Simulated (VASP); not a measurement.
Wanted: the native input for a VASP 6.6.1 run.

```
Task                   : single point
Functional             : revPBE
Potentials or basis    : VASP PAW PBE potentials, release 64 (Cu)
Cutoff                 : 520 eV
k mesh                 : 16 × 16 × 5
Occupations            : fermi-dirac, width 0.1 eV
Spin                   : no spin polarisation
Dipole correction      : no
Further INCAR settings : ALGO = Normal; EDIFF = 1e-06; NBANDS = 30
```

The structure of Cu lies in POSCAR:

```
Cu
1.0
    2.5897390257      0.0000000000      0.0000000000
   -1.2948695129      2.2427797854      0.0000000000
    0.0000000000      0.0000000000      8.4559813124
Cu
4
Direct
    0.0000000000      0.0000000000      0.0000000000
    0.0000000000      0.0000000000      0.5000000000
    0.3333333333      0.6666666667      0.2500000000
    0.6666666667      0.3333333333      0.7500000000
```

This isn't the form of Cu at room conditions, which is fcc.

The input as run:

INCAR

```
SYSTEM = Cu
PREC = Accurate
ENCUT = 520
EDIFF = 1E-6
ISMEAR = -1
SIGMA = 0.1
LREAL = .False.
LASPH = .True.
NELM = 60
ALGO = Normal
ISIF = 2
LWAVE = .False.
LCHARG = .False.
GGA = RE
NBANDS = 30
```

KPOINTS

```
Automatic mesh
0
Gamma
  16 16 5
  0 0 0
```

Potentials or basis: VASP PAW PBE potentials, release 64 (Cu).

Command:

```bash
$ cat potpaw_PBE.64/Cu/POTCAR > POTCAR
$ mpirun -np 1 vasp_std > vasp.out
```

Results of the run:

* Pressure: 0.7 GPa
* Band gap on the k mesh: zero (bands 22 and 23 overlap by 5.11 eV)

Caveat: the PAW data sets were made with another functional, which shifts forces and pressure a little.

It took 3.1 min on 1 thread of Intel Xeon 8259CL, with other jobs on the host, peak memory 0.23 GiB.
